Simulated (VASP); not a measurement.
The system is TlBr.

```
CELL_PARAMETERS angstrom
3.99491 0.00000 0.00000
0.00000 3.99491 0.00000
0.00000 0.00000 3.99491
ATOMIC_POSITIONS crystal
Tl 0.00000 0.00000 0.00000
Br 0.50000 0.50000 0.50000
```

Base run:

| Property | Result |
| --- | --- |
| Program | VASP 6.6.1 |
| Functional | PBE |
| Potentials or basis | VASP PAW PBE potentials, release 64 (Tl_d, Br) |
| Cutoff | 500 eV |
| k mesh | 4 × 4 × 4 |
| Occupations | gaussian, width 0.01 eV |
| Spin | no spin polarisation |

Its results: band gap on the k mesh 1.88 eV; pressure 1.0 GPa.

The run is repeated on the same cell with these changes: k mesh from 4 × 4 × 4 to 2 × 2 × 2. What comes out?

Band gap on the k mesh 1.76 eV; pressure 4.2 GPa.

Caveats: some runs use coarse meshes; spin-orbit coupling is left out, which moves the levels of the heavy elements.

A k mesh can miss the band edges.
